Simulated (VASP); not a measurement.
# K2Ta2SbO4 (a cell with a defect) in VASP: further runs

The runs below take K2Ta2SbO4 (a cell with a defect) through single point, with PBEsol.

All numbers are computed with VASP 6.6.1; they aren't measurements. Logs are shortened: lines on timing, memory, paths and dates and some standing lists are left out, and cuts for length are marked.

## 1. The cell of the first run

The cell holds a defect, 9 atoms: a = 7.971 Å, b = 3.985 Å, c = 3.985 Å, α = 90.00°, β = 90.00°, γ = 90.00°.

## 2. Single point, PBEsol, collinear spin

Contents of INCAR:

```
SYSTEM = K2Ta2SbO4
ALGO = Normal
EDIFF = 1E-6
ENCUT = 520
GGA = PS
ISIF = 2
ISMEAR = -1
ISPIN = 2
LASPH = .True.
LCHARG = .False.
LMAXMIX = 4
LORBIT = 11
LREAL = .False.
LWAVE = .False.
MAGMOM = 0 0 1 1 0 0 0 0 1
NBANDS = 48
NELM = 150
PREC = Accurate
SIGMA = 0.05
```

Contents of KPOINTS:

```
Automatic mesh
0
Gamma
  1 1 1
  0.5 0.5 0.5
```

Contents of POSCAR:

```
K2Ta2SbO4
1.0
    7.9708780000      0.0000000000      0.0000000000
    0.0000000000      3.9854390000      0.0000000000
    0.0000000000      0.0000000000      3.9854390000
K Ta O Sb
2 2 4 1
Direct
    0.0006740000      0.0039730000      0.0025980000
    0.5006170000      0.9964650000      0.0070350000
    0.2517200000      0.4972190000      0.5006860000
    0.7493560000      0.5051750000      0.4987980000
    0.7498220000      0.5040820000      0.9964300000
    0.0007950000      0.5052920000      0.4987210000
    0.2520990000      0.0025140000      0.5001260000
    0.7537790000      0.9951470000      0.4962230000
    0.4990620000      0.4961400000      0.5004240000
```

Potentials or basis: VASP PAW PBE potentials, release 64 (K_sv, Ta_pv, O, Sb).

Launch:

```bash
$ cat potpaw_PBE.64/K_sv/POTCAR potpaw_PBE.64/Ta_pv/POTCAR potpaw_PBE.64/O/POTCAR potpaw_PBE.64/Sb/POTCAR > POTCAR
$ mpirun -np 1 vasp_std > vasp.out
```

OUTCAR:

```text
SYSTEM = K2Ta2SbO4
   EDIFF = 1E-6
   ENCUT = 520
   GGA = PS
   ISIF = 2
   ISMEAR = -1
   ISPIN = 2
   LASPH = .True.
   LORBIT = 11
   LREAL = .False.
   NELM = 150
   PREC = Accurate

 ion  position               nearest neighbor table
   1  0.001  0.004  0.003-   8 2.78   6 2.80   6 2.81   8 2.82   7 2.82   5 2.82   5 2.82   6 2.83
                             6 2.83   7 2.83   3 3.44   3 3.45   4 3.45   4 3.45   4 3.46   3 3.47
   2  0.501  0.996  0.007-   7 2.79   5 2.79   9 2.80   9 2.80   8 2.81   7 2.83   5 2.84   9 2.84
                             9 2.84   8 2.87   4 3.41   3 3.43   3 3.43   4 3.44   4 3.45   3 3.46
   3  0.252  0.497  0.501-   9 1.97   7 1.97   6 2.00   7 2.01   2 3.43   2 3.43   1 3.44   1 3.45
                             2 3.46   2 3.46   1 3.47   1 3.48
   4  0.749  0.505  0.499-   8 1.95   5 1.98   9 2.00   5 2.00   6 2.00   8 2.03   2 3.41   2 3.44
                             1 3.45   2 3.45   1 3.45   1 3.46   1 3.47   2 3.48
   5  0.750  0.504  0.996-   4 1.98   4 2.00   2 2.79   9 2.81   1 2.82   1 2.82   9 2.83   2 2.84

   6  0.001  0.505  0.499-   3 2.00   4 2.00   1 2.80   1 2.81   1 2.83   1 2.83
   7  0.252  0.003  0.500-   3 1.97   3 2.01   9 2.78   2 2.79   9 2.82   1 2.82   2 2.83   1 2.83

   8  0.754  0.995  0.496-   4 1.95   4 2.03   1 2.78   2 2.81   1 2.82   9 2.84   9 2.85   2 2.87

   9  0.499  0.496  0.500-   3 1.97   4 2.00   7 2.78   2 2.80   2 2.80   5 2.81   7 2.82   5 2.83
                             2 2.84   2 2.84   8 2.84   8 2.85

  LATTYP: Found a simple tetragonal cell.
 ALAT       =     3.9854390000
 C/A-ratio  =     2.0000000000

  Lattice vectors:

 A1 = (   0.0000000000,   3.9854390000,   0.0000000000)
 A2 = (   0.0000000000,   0.0000000000,   3.9854390000)
 A3 = (   7.9708780000,   0.0000000000,   0.0000000000)

Analysis of symmetry for initial positions (statically):
=====================================================================
 Subroutine PRICEL returns:
 Original cell was already a primitive cell.

 Routine SETGRP: Setting up the symmetry group for a
 simple tetragonal supercell.

 Subroutine GETGRP returns: Found  1 space group operations
 (whereof  1 operations were pure point group operations)
 out of a pool of 16 trial point group operations.

The static configuration has the point symmetry C_1 .

Analysis of symmetry for dynamics (positions and initial velocities):
=====================================================================
 Subroutine PRICEL returns:
 Original cell was already a primitive cell.

 Routine SETGRP: Setting up the symmetry group for a
 simple tetragonal supercell.

 Subroutine GETGRP returns: Found  1 space group operations
 (whereof  1 operations were pure point group operations)
[... 153 lines left out ...]

 E-fermi :   6.7333     XC(G=0): -11.1906

 val. band max:        6.6485692679   @ k =   0.5000   0.5000   0.5000
 cond. band min:       6.8181036980   @ k =   0.5000   0.5000   0.5000
 fundamental gap:      0.1695344300
 Fermi energy:         6.7333364750

 spin component 1

 k-point     1 :       0.5000    0.5000    0.5000
  band No.  band energies     occupation
      1     -29.9296      1.00000
      2     -29.6300      1.00000
      3     -29.4406      1.00000
      4     -29.3401      1.00000
      5     -29.2637      1.00000
      6     -28.9565      1.00000
[... 38 lines left out ...]
     45      12.3969      0.00000
     46      12.7349      0.00000
 Fermi energy:         6.7333364750

 spin component 2

 k-point     1 :       0.5000    0.5000    0.5000
  band No.  band energies     occupation
      1     -29.9027      1.00000
      2     -29.6234      1.00000
      3     -29.4378      1.00000
      4     -29.0682      1.00000
      5     -29.0378      1.00000
      6     -28.2529      1.00000
[... 38 lines left out ...]
     45      12.4693      0.00000
     46      12.8691      0.00000
 [bands above 46 left out]

------------------------ aborting loop because EDIFF is reached ----------------------------------------

  FORCE on cell =-STRESS in cart. coord.  units (eV):
  Direction    XX          YY          ZZ          XY          YZ          ZX
  --------------------------------------------------------------------------------------
  -------------------------------------------------------------------------------------
  Total      142.9875164     -1.0043489      9.1178646      0.8355299     -0.0116532     -0.2401547
  in kB     1809.4650977    -12.7097408    115.3839032     10.5733864     -0.1474673     -3.0390873
  external PRESSURE =     637.3797534 kB  Pullay stress =       0.0000000 kB

 VOLUME and BASIS-vectors are now :
 -----------------------------------------------------------------------------
  energy-cutoff  :      520.00
  volume of cell :      126.61
      direct lattice vectors                 reciprocal lattice vectors
     7.970878000  0.000000000  0.000000000     0.125456694  0.000000000  0.000000000
     0.000000000  3.985439000  0.000000000     0.000000000  0.250913387  0.000000000
     0.000000000  0.000000000  3.985439000     0.000000000  0.000000000  0.250913387

 POSITION                                       TOTAL-FORCE (eV/Angst)
 -----------------------------------------------------------------------------------
      0.00537      0.01583      0.01035        -0.461684     -0.016651     -0.047066
      3.99036      3.97135      0.02804         1.375152      0.037143     -0.326328
      2.00643      1.98164      1.99545       -28.949892      0.410225      0.057775
      5.97303      2.01334      1.98793        29.164760     -0.426909     -0.368052
      5.97674      2.00899      3.97121        -0.686287     -0.056368      0.225082
      0.00634      2.01381      1.98762         1.513181     -0.098185      0.000384
      2.00945      0.01002      1.99322        -1.685499     -0.470704      0.023891
      6.00828      3.96610      1.97767         0.909623      0.971649      0.106432
      3.97796      1.97734      1.99441        -1.179353     -0.350201      0.327883
 -----------------------------------------------------------------------------------
    total drift:                                0.001470      0.000338     -0.000530

  FREE ENERGIE OF THE ION-ELECTRON SYSTEM (eV)
  ---------------------------------------------------
  free  energy   TOTEN  =       -59.2105185819 eV

  energy  without entropy=      -59.1673774503  energy(sigma->0) =      -59.18894802

 total charge

# of ion       s       p       d       tot
------------------------------------------
    1        1.950   5.611   0.041   7.603
    2        1.949   5.697   0.087   7.733
    3        0.499   6.265   2.792   9.556
    4        0.533   6.277   2.832   9.642
    5        1.599   3.414   0.000   5.013
    6        1.574   3.476   0.000   5.050
    7        1.611   3.365   0.000   4.977
    8        1.602   3.438   0.000   5.040
    9        1.320   2.244   0.100   3.664
--------------------------------------------------
tot         12.637  39.787   5.852  58.275

 magnetization (x)

# of ion       s       p       d       tot
------------------------------------------
    1        0.000   0.002   0.009   0.011
    2        0.000  -0.003   0.003   0.000
    3        0.093   0.021   0.588   0.703
    4       -0.000  -0.001   0.008   0.007
    5       -0.000  -0.008   0.000  -0.008
    6       -0.000  -0.021   0.000  -0.021
    7       -0.001  -0.030   0.000  -0.030
    8       -0.000  -0.002   0.000  -0.002
    9        0.003  -0.024   0.005  -0.016
--------------------------------------------------
tot          0.095  -0.064   0.613   0.643
```

OSZICAR:

```text
N       E                     dE             d eps       ncg     rms          rms(c)
DAV:   1     0.648959165383E+03    0.64896E+03   -0.36038E+04   192   0.144E+03
DAV:   2    -0.212476911319E+02   -0.67021E+03   -0.64949E+03   232   0.420E+02
[... 20 lines left out ...]
DAV:  23    -0.592103946523E+02   -0.41991E-05   -0.59512E-03   224   0.193E-01    0.607E-02
DAV:  24    -0.592104935009E+02   -0.98849E-04   -0.47271E-03   224   0.149E-01    0.274E-02
DAV:  25    -0.592105078953E+02   -0.14394E-04   -0.17293E-03   224   0.102E-01    0.250E-02
DAV:  26    -0.592105162431E+02   -0.83478E-05   -0.75871E-04   224   0.719E-02    0.926E-03
DAV:  27    -0.592105184603E+02   -0.22172E-05   -0.28145E-05   224   0.155E-02    0.377E-03
DAV:  28    -0.592105185819E+02   -0.12154E-06   -0.18568E-06   208   0.468E-03
   1 F= -.59210519E+02 E0= -.59188948E+02  d E =-.431411E-01  mag=     1.0000
```

It took 31 s on 1 thread of Intel Xeon 6975P-C (Granite Rapids), shared host; peak memory 0.26 GiB.

What came out:

- Free energy: -59.2105 eV
- Pressure: 63.7 GPa
- Largest force: 29.170 eV/Å
- Net moment: 1.00 μB per cell
- Site moments: K +0.01, +0.00; Ta +0.70, +0.01; O -0.01, -0.02, -0.03, -0.00; Sb -0.02 μB
- Valence electrons inside the program's atomic spheres: K 7.60, 7.73; Ta 9.56, 9.64; O 5.01, 5.05, 4.98, 5.04; Sb 3.66

Forces on the atoms (eV/Å):
```
K    -0.462  -0.017  -0.047
K     1.375   0.037  -0.326
Ta  -28.950   0.410   0.058
Ta   29.165  -0.427  -0.368
O    -0.686  -0.056   0.225
O     1.513  -0.098   0.000
O    -1.685  -0.471   0.024
O     0.910   0.972   0.106
Sb   -1.179  -0.350   0.328
```

Levels at points of the mesh, in eV from the Fermi level:
Spin up:
```
           k point  band 31  band 32  band 33  band 34  band 35  band 36  band 37  band 38  band 39  band 40
(0.50, 0.50, 0.50)    -3.68    -3.13    -2.24    -1.16    -0.08     0.08     0.97     1.22     2.20     2.70
```
Spin down:
| k point | band 32 | band 33 | band 34 | band 35 | band 36 | band 37 |
| --- | --- | --- | --- | --- | --- | --- |
| (0.50, 0.50, 0.50) | -2.96 | -2.16 | -1.16 | 0.85 | 1.18 | 1.70 |

Caveat: the k points lie up to 1.58 Å⁻¹ apart; atoms lie so close that the PAW spheres overlap strongly, which falsifies energies and pressures; the PAW data sets were made with another functional, which shifts forces and pressure a little; spin-orbit coupling is left out, which moves the levels of the heavy elements.

## 3. Single point, PBEsol, collinear spin

Contents of INCAR:

```
ALGO     = Normal         # electronic algorithm
EDIFF    = 1E-6           # SCF threshold, eV
ENCUT    = 520            # plane-wave cutoff, eV
GGA      = PS             # functional
ISIF     = 2              # what is computed and relaxed
ISMEAR   = -1             # smearing method
ISPIN    = 2              # spin polarisation
ISYM     = 0            
LASPH    = T              # aspherical terms in the spheres
LCHARG   = T              # write CHGCAR
LELF     = T              # ELF
LMAXMIX  = 4              # l up to which the mixer works
LORBIT   = 11             # projections on sites
LREAL    = F              # projectors in reciprocal space
LVHAR    = T            
LWAVE    = F              # write WAVECAR
MAGMOM   = 0 0 1 1 0 0 0 0 1 # initial moments
NBANDS   = 48             # bands
NELM     = 150            # most SCF steps
PREC     = Accurate       # precision mode
SIGMA    = 0.05           # smearing width, eV
```

Contents of KPOINTS:

```
Automatic mesh
0
Gamma
  1 1 1
  0.25 0.25 0.25
```

POSCAR is that of step 2.

Potentials or basis: VASP PAW PBE potentials, release 64 (K_sv, Ta_pv, O, Sb).

Launch:

```bash
$ cat potpaw_PBE.64/K_sv/POTCAR potpaw_PBE.64/Ta_pv/POTCAR potpaw_PBE.64/O/POTCAR potpaw_PBE.64/Sb/POTCAR > POTCAR
$ mpirun -np 1 vasp_std > vasp.out
```

Wall time 35 s (1 thread of Intel Xeon 6975P-C (Granite Rapids), shared host); peak memory 0.27 GiB.

Results (log left out):

| Item | Value |
| --- | --- |
| Free energy | -52.7808 eV |
| Pressure | 61.8 GPa |
| Largest force | 27.457 eV/Å |
| Band gap on the k mesh | 0.48 eV |
| Net moment | 0.99 μB per cell |
| Site moments | K +0.01, -0.00; Ta +0.43, +0.10; O -0.00, +0.08, -0.01 (each value once); Sb +0.17 μB |
| Valence electrons inside the program's atomic spheres | K 7.59, 7.72; Ta 9.36, 9.42; O 5.04, 5.03, 5.05 (each value once); Sb 3.51 |

Forces on the atoms (eV/Å):
```
K    -0.318  -0.030  -0.050
K     0.391   0.038  -0.298
Ta  -27.456   0.219   0.075
Ta   26.874   0.139  -0.132
O     0.109  -0.114   0.147
O     1.042  -0.132  -0.020
O    -0.909  -0.274   0.015
O     0.441   0.596   0.033
Sb   -0.175  -0.441   0.232
```

Stress tensor (GPa, compression positive):
```
153.73   1.07  -0.29
  1.07  17.81  -0.01
 -0.29  -0.01  13.73
```

Levels at points of the mesh, in eV from the valence-band top:
Spin up:
```csv
k point,band 31,band 32,band 33,band 34,band 35,band 36,band 37,band 38,band 39,band 40
"(0.25, 0.25, 0.25)",-2.52,-2.07,-0.78,-0.58,-0.02,1.51,1.92,2.12,2.95,3.89
```
Spin down:
```
           k point  band 30  band 31  band 32  band 33  band 34  band 35  band 36  band 37  band 38  band 39
(0.25, 0.25, 0.25)    -2.59    -2.47    -1.95    -0.64    -0.16     0.48     1.66     2.17     2.26     2.98
```

Caveat: the k points lie up to 1.58 Å⁻¹ apart; atoms lie so close that the PAW spheres overlap strongly, which falsifies energies and pressures; the PAW data sets were made with another functional, which shifts forces and pressure a little; spin-orbit coupling is left out, which moves the levels of the heavy elements.
